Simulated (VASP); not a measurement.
# PtS2 (P-3m1) in VASP: further runs

Runs on PtS2. Level: r2SCAN+U. Tasks: single point.

Everything below comes from runs of VASP 6.6.1. Logs are shortened: lines on timing, memory, paths and dates and some standing lists are left out, and cuts for length are marked.

## Step 1: The cell of the first run

It takes space group P-3m1 (No. 164, trigonal). The conventional cell has a = 3.543 Å, b = 3.543 Å, c = 5.039 Å, α = 90.00°, β = 90.00°, γ = 120.00°. Pt (site symmetry -3m) has 6 S at 2.40 Å within 3.2 Å. S (site symmetry 3m) has 3 Pt at 2.40 Å and 6 S at 3.25 Å within 3.3 Å.

## Step 2: Single point, r2SCAN+U, collinear spin

The input, POSCAR:

```
PtS2
1.0
    3.5431995400      0.0000000000      0.0000000000
   -1.7715997700      3.0685008100      0.0000000000
    0.0000000000      0.0000000000     10.0776001800
Pt S
2 4
Direct
    0.0000000000      0.0000000000      0.0000000000
    0.0000000000      0.0000000000      0.5000000000
    0.3333333333      0.6666666667      0.1250000000
    0.6666666667      0.3333333333      0.3750000000
    0.3333333333      0.6666666667      0.6250000000
    0.6666666667      0.3333333333      0.8750000000
```

The input, INCAR.step1:

```
SYSTEM = PtS2
PREC     = Accurate       ! precision mode
ENCUT    = 550            ! plane-wave cutoff, eV
ISMEAR   = 0              ! smearing method
SIGMA    = 0.05           ! smearing width, eV
LREAL    = .False.        ! projectors in reciprocal space
LASPH    = .True.         ! aspherical terms in the spheres
NELM     = 200            ! most SCF steps
ISPIN    = 2              ! spin polarisation
MAGMOM   = 4 -4 0 0 0 0   ! initial moments
LMAXMIX  = 4              ! l up to which the mixer works
LDAU     = .True.         ! DFT+U
LDAUTYPE = 2            
LDAUL    = 2 -1           ! shell
LDAUU    = 2.5 0          ! U, eV
LDAUJ    = 0 0          
NBANDS   = 35             ! bands
GGA      = PE             ! functional
ALGO     = Normal         ! electronic algorithm
EDIFF    = 1E-5           ! SCF threshold, eV
LWAVE    = .True.         ! write WAVECAR
LCHARG   = .False.        ! write CHGCAR
GGA_COMPAT= .False.
```

The input, INCAR.step2:

```
SYSTEM = PtS2
PREC     = Accurate       ! precision mode
ENCUT    = 550            ! plane-wave cutoff, eV
EDIFF    = 1E-6           ! SCF threshold, eV
ISMEAR   = 0              ! smearing method
SIGMA    = 0.05           ! smearing width, eV
LREAL    = .False.        ! projectors in reciprocal space
LASPH    = .True.         ! aspherical terms in the spheres
NELM     = 200            ! most SCF steps
ALGO     = Normal         ! electronic algorithm
ISIF     = 2              ! what is computed and relaxed
LWAVE    = .False.        ! write WAVECAR
LCHARG   = .False.        ! write CHGCAR
ISPIN    = 2              ! spin polarisation
MAGMOM   = 4 -4 0 0 0 0   ! initial moments
LORBIT   = 11             ! projections on sites
LMAXMIX  = 4              ! l up to which the mixer works
LDAU     = .True.         ! DFT+U
LDAUTYPE = 2            
LDAUL    = 2 -1           ! shell
LDAUU    = 2.5 0          ! U, eV
LDAUJ    = 0 0          
LDAUPRINT= 1            
METAGGA  = R2SCAN         ! meta-GGA
LMIXTAU  = .True.       
NBANDS   = 35             ! bands
ISTART   = 1            
GGA_COMPAT= .False.
```

The input, KPOINTS:

```
regular mesh
0
Gamma
  6 6 2
  0 0 0
```

Potentials or basis: VASP PAW PBE potentials, release 64 (Pt, S).

Started as:

```
$ cat potpaw_PBE.64/Pt/POTCAR potpaw_PBE.64/S/POTCAR > POTCAR
$ cp INCAR.step1 INCAR
$ mpirun -np 1 vasp_std > vasp.out
$ cp INCAR.step2 INCAR
$ mpirun -np 1 vasp_std > vasp.out
```

OUTCAR:

```text
SYSTEM = PtS2
   PREC = Accurate
   ENCUT = 550
   EDIFF = 1E-6
   ISMEAR = 0
   LREAL = .False.
   LASPH = .True.
   NELM = 200
   ISIF = 2
   ISPIN = 2
   LORBIT = 11
   METAGGA = R2SCAN
   ISTART = 1

 ion  position               nearest neighbor table
   1  0.000  0.000  0.000-   3 2.40   6 2.40   6 2.40   3 2.40   6 2.40   3 2.40
   2  0.000  0.000  0.500-   5 2.40   4 2.40   5 2.40   4 2.40   4 2.40   5 2.40
   3  0.333  0.667  0.125-   1 2.40   1 2.40   1 2.40
   4  0.667  0.333  0.375-   2 2.40   2 2.40   2 2.40
   5  0.333  0.667  0.625-   2 2.40   2 2.40   2 2.40
   6  0.667  0.333  0.875-   1 2.40   1 2.40   1 2.40

  LATTYP: Found a hexagonal cell.
 ALAT       =     3.5431995400
 C/A-ratio  =     2.8442090450

  Lattice vectors:

 A1 = (   3.5431995400,   0.0000000000,   0.0000000000)
 A2 = (  -1.7715997700,   3.0685008100,   0.0000000000)
 A3 = (   0.0000000000,   0.0000000000,  10.0776001800)

Analysis of symmetry for initial positions (statically):
=====================================================================
 Subroutine PRICEL returns following result:

  LATTYP: Found a hexagonal cell.
 ALAT       =     3.5431995400
 C/A-ratio  =     1.4221045225
[... 12 lines left out ...]
 Subroutine GETGRP returns: Found 12 space group operations
 (whereof 12 operations were pure point group operations)
 out of a pool of 24 trial point group operations.

The static configuration has the point symmetry D_3d.

Analysis of symmetry for dynamics (positions and initial velocities):
=====================================================================
 Subroutine PRICEL returns following result:

  LATTYP: Found a hexagonal cell.
 ALAT       =     3.5431995400
 C/A-ratio  =     1.4221045225
[... 12 lines left out ...]
 Subroutine GETGRP returns: Found 12 space group operations
 (whereof 12 operations were pure point group operations)
 out of a pool of 24 trial point group operations.

The dynamic configuration has the point symmetry D_3d.

Analysis of structural, dynamic, and magnetic symmetry:
=====================================================================
 Subroutine PRICEL returns following result:

  LATTYP: Found a hexagonal cell.
 ALAT       =     3.5431995400
 C/A-ratio  =     1.4221045225
[... 12 lines left out ...]
 Subroutine GETGRP returns: Found 12 space group operations
 (whereof 12 operations were pure point group operations)
 out of a pool of 24 trial point group operations.

The overall configuration has the point symmetry D_3d.

 Subroutine INISYM returns: Found 12 space group operations
 (whereof 12 operations are pure point group operations),
 and found     2 'primitive' translations

----------------------------------------------------------------------------------------

                                     Primitive cell

  volume of cell :      54.7834

  direct lattice vectors                    reciprocal lattice vectors
     3.543199540  0.000000000  0.000000000     0.282230789  0.162946022  0.000000000
    -1.771599770  3.068500810  0.000000000     0.000000000  0.325892044  0.000000000
     0.000000000  0.000000000  5.038800090     0.000000000  0.000000000  0.198459947

  length of vectors
     3.543199540  3.543199538  5.038800090     0.325892043  0.325892044  0.198459947

  position of ions in fractional coordinates (direct lattice)
     0.000000000  0.000000000  0.000000000
     0.333333333  0.666666667  0.250000000
     0.666666667  0.333333333  0.750000000

  ion indices of the primitive-cell ions
   primitive index   ion index
                 1           1
                 2           3
                 3           6

[... 132 lines left out ...]
  o =  0.9192  v = -0.0000 -0.0000 -1.0000 -0.0000 -0.0000  0.0000  0.0000  0.0000  0.0000  0.0000      0.0000  0.0000  0.0000  0.0000  0.0000  0.0000  0.0000  0.0000  0.0000  0.0000
  o =  0.9196  v =  0.0000  0.0000  0.0000  0.0000  0.0000 -0.0000 -0.5861  0.0000 -0.0000 -0.8103      0.0000  0.0000  0.0000  0.0000  0.0000  0.0000  0.0000  0.0000  0.0000  0.0000
  o =  0.9196  v =  0.0000  0.0000  0.0000  0.0000  0.0000  0.8103 -0.0000  0.0000  0.5861 -0.0000      0.0000  0.0000  0.0000  0.0000  0.0000  0.0000  0.0000  0.0000  0.0000  0.0000
  o =  0.9196  v = -0.0000 -0.5861  0.0000 -0.0000 -0.8103  0.0000  0.0000  0.0000  0.0000  0.0000      0.0000  0.0000  0.0000  0.0000  0.0000  0.0000  0.0000  0.0000  0.0000  0.0000
  o =  0.9196  v =  0.8103 -0.0000  0.0000  0.5861 -0.0000  0.0000  0.0000  0.0000  0.0000  0.0000      0.0000  0.0000  0.0000  0.0000  0.0000  0.0000  0.0000  0.0000  0.0000  0.0000

atom =   2  type =  1  l = 2

 onsite density matrix

spin component  1

  0.8300 -0.0000 -0.0000  0.1238  0.0000
 -0.0000  0.7485 -0.0000 -0.0000  0.1238
 -0.0000 -0.0000  0.9192  0.0000 -0.0000
  0.1238 -0.0000  0.0000  0.7485 -0.0000
  0.0000  0.1238 -0.0000 -0.0000  0.8300

spin component  2

  0.8300 -0.0000 -0.0000  0.1238  0.0000
 -0.0000  0.7485 -0.0000 -0.0000  0.1238
 -0.0000 -0.0000  0.9192  0.0000 -0.0000
  0.1238 -0.0000  0.0000  0.7485 -0.0000
  0.0000  0.1238 -0.0000 -0.0000  0.8300

 occupancies and eigenvectors

  o =  0.6590  v =  0.0000  0.8103 -0.0000 -0.0000 -0.5861  0.0000  0.0000  0.0000  0.0000  0.0000      0.0000  0.0000  0.0000  0.0000  0.0000  0.0000  0.0000  0.0000  0.0000  0.0000
  o =  0.6590  v = -0.5861  0.0000 -0.0000  0.8103 -0.0000  0.0000  0.0000  0.0000  0.0000  0.0000      0.0000  0.0000  0.0000  0.0000  0.0000  0.0000  0.0000  0.0000  0.0000  0.0000
  o =  0.6590  v =  0.0000  0.0000  0.0000  0.0000  0.0000  0.0000 -0.8103  0.0000 -0.0000  0.5861      0.0000  0.0000  0.0000  0.0000  0.0000  0.0000  0.0000  0.0000  0.0000  0.0000
  o =  0.6590  v =  0.0000  0.0000  0.0000  0.0000  0.0000  0.5861  0.0000  0.0000 -0.8103 -0.0000      0.0000  0.0000  0.0000  0.0000  0.0000  0.0000  0.0000  0.0000  0.0000  0.0000
  o =  0.9192  v =  0.0000  0.0000  1.0000  0.0000  0.0000  0.0000  0.0000  0.0000  0.0000  0.0000      0.0000  0.0000  0.0000  0.0000  0.0000  0.0000  0.0000  0.0000  0.0000  0.0000
  o =  0.9192  v =  0.0000  0.0000  0.0000  0.0000  0.0000  0.0000 -0.0000 -1.0000 -0.0000 -0.0000      0.0000  0.0000  0.0000  0.0000  0.0000  0.0000  0.0000  0.0000  0.0000  0.0000
  o =  0.9196  v = -0.0000  0.5861 -0.0000 -0.0000  0.8103  0.0000  0.0000  0.0000  0.0000  0.0000      0.0000  0.0000  0.0000  0.0000  0.0000  0.0000  0.0000  0.0000  0.0000  0.0000
  o =  0.9196  v =  0.8103  0.0000 -0.0000  0.5861  0.0000  0.0000  0.0000  0.0000  0.0000  0.0000      0.0000  0.0000  0.0000  0.0000  0.0000  0.0000  0.0000  0.0000  0.0000  0.0000
  o =  0.9196  v =  0.0000  0.0000  0.0000  0.0000  0.0000  0.0000  0.5861 -0.0000 -0.0000  0.8103      0.0000  0.0000  0.0000  0.0000  0.0000  0.0000  0.0000  0.0000  0.0000  0.0000
  o =  0.9196  v =  0.0000  0.0000  0.0000  0.0000  0.0000 -0.8103  0.0000  0.0000 -0.5861 -0.0000      0.0000  0.0000  0.0000  0.0000  0.0000  0.0000  0.0000  0.0000  0.0000  0.0000

 number of electron      44.0000000 magnetization       0.0000000

 Free energy of the ion-electron system (eV)
  ---------------------------------------------------
  ext. energy  EPLUGINS =         0.00000000
  ---------------------------------------------------
  free energy    TOTEN  =      -134.13390824 eV

  energy without entropy =     -134.13390824  energy(sigma->0) =     -134.13390824

 E-fermi :   6.8360     XC(G=0): -11.3707

 val. band max:        6.6306959407   @ k =   0.0000   0.0000   0.0000
 cond. band min:       7.2363804306   @ k =   0.3333   0.3333   0.0000
 fundamental gap:      0.6056844899
 Fermi energy:         6.8359644661

 spin component 1

 k-point     1 :       0.0000    0.0000    0.0000
  band No.  band energies     occupation
      1      -9.2648      1.00000
      2      -8.7465      1.00000
      3      -7.3858      1.00000
      4      -6.3604      1.00000
      5      -0.9596      1.00000
      6      -0.2694      1.00000
[... 507 lines left out ...]
     33      15.7395      0.00000
     34      15.7395      0.00000
 Fermi energy:         6.8359644661

 spin component 2

 k-point     1 :       0.0000    0.0000    0.0000
  band No.  band energies     occupation
      1      -9.2648      1.00000
      2      -8.7465      1.00000
      3      -7.3858      1.00000
      4      -6.3604      1.00000
      5      -0.9596      1.00000
      6      -0.2694      1.00000
[... 507 lines left out ...]
     33      15.7395      0.00000
     34      15.7395      0.00000
 [bands above 34 left out]

------------------------ aborting loop because EDIFF is reached ----------------------------------------

  FORCE on cell =-STRESS in cart. coord.  units (eV):
  Direction    XX          YY          ZZ          XY          YZ          ZX
  --------------------------------------------------------------------------------------
  -------------------------------------------------------------------------------------
  Total       -0.8904113     -0.8904113     -0.9538439      0.0000000      0.0000000     -0.0000000
  in kB      -13.0203378    -13.0203378    -13.9479029      0.0000000      0.0000000     -0.0000000
  external PRESSURE =     -13.3295262 kB  Pullay stress =       0.0000000 kB

 VOLUME and BASIS-vectors are now :
 -----------------------------------------------------------------------------
  energy-cutoff  :      550.00
  volume of cell :      109.57
      direct lattice vectors                 reciprocal lattice vectors
     3.543199540  0.000000000  0.000000000     0.282230789  0.162946022  0.000000000
    -1.771599770  3.068500810  0.000000000     0.000000000  0.325892044  0.000000000
     0.000000000  0.000000000 10.077600180     0.000000000  0.000000000  0.099229974

 POSITION                                       TOTAL-FORCE (eV/Angst)
 -----------------------------------------------------------------------------------
      0.00000      0.00000      0.00000        -0.000000      0.000000      0.000000
      0.00000      0.00000      5.03880        -0.000000      0.000000      0.000000
     -0.00000      2.04567      1.25970        -0.000000     -0.000000     -0.571355
      1.77160      1.02283      3.77910         0.000000      0.000000      0.571355
     -0.00000      2.04567      6.29850        -0.000000     -0.000000     -0.571355
      1.77160      1.02283      8.81790         0.000000      0.000000      0.571355
 -----------------------------------------------------------------------------------
    total drift:                               -0.000000     -0.000000      0.000000

  FREE ENERGIE OF THE ION-ELECTRON SYSTEM (eV)
  ---------------------------------------------------
  free  energy   TOTEN  =      -134.1339082427 eV

  energy  without entropy=     -134.1339082427  energy(sigma->0) =     -134.13390824

 total charge

# of ion       s       p       d       tot
------------------------------------------
    1        0.666   0.744   8.099   9.509
    2        0.666   0.744   8.099   9.509
    3        1.356   2.282   0.000   3.638
    4        1.356   2.282   0.000   3.638
    5        1.356   2.282   0.000   3.638
    6        1.356   2.282   0.000   3.638
--------------------------------------------------
tot          6.757  10.615  16.198  33.570

 magnetization (x)

# of ion       s       p       d       tot
------------------------------------------
    1       -0.000  -0.000  -0.000  -0.000
    2        0.000   0.000   0.000   0.000
    3        0.000   0.000   0.000   0.000
    4       -0.000  -0.000   0.000  -0.000
    5       -0.000  -0.000   0.000  -0.000
    6        0.000   0.000   0.000   0.000
--------------------------------------------------
tot          0.000   0.000   0.000   0.000
```

Run time: 11 min. Hardware: 1 thread of Oxide Virtual Turin-like, shared host; peak memory 0.32 GiB.

Results:

```
Free energy                                           : -134.1339 eV
Pressure                                              : -1.3 GPa
Largest force                                         : 0.571 eV/Å
Band gap on the k mesh                                : 0.61 eV
Net moment                                            : 0.00 μB per cell
Valence electrons inside the program's atomic spheres : Pt 9.51; S 3.64
```

Forces on the atoms (eV/Å):
```
Pt   0.000  0.000  0.000
Pt   0.000  0.000  0.000
S    0.000  0.000 -0.571
S    0.000  0.000  0.571
S    0.000  0.000 -0.571
S    0.000  0.000  0.571
```

Stress tensor (GPa, compression positive):
```
-1.30  0.00  0.00
 0.00 -1.30  0.00
 0.00  0.00 -1.39
```

Eigenvalues of the final occupation matrices:
```csv
site,spin,trace,eigenvalues
site 1 d,1,4.08,0.66 0.66 0.92 0.92 0.92
site 1 d,2,4.08,0.66 0.66 0.92 0.92 0.92
site 2 d,1,4.08,0.66 0.66 0.92 0.92 0.92
site 2 d,2,4.08,0.66 0.66 0.92 0.92 0.92
```

Caveat: the PAW data sets were made with another functional, which shifts forces and pressure a little; spin-orbit coupling is left out, which moves the levels of the heavy elements.

(Part 1 of 2 ends here.)
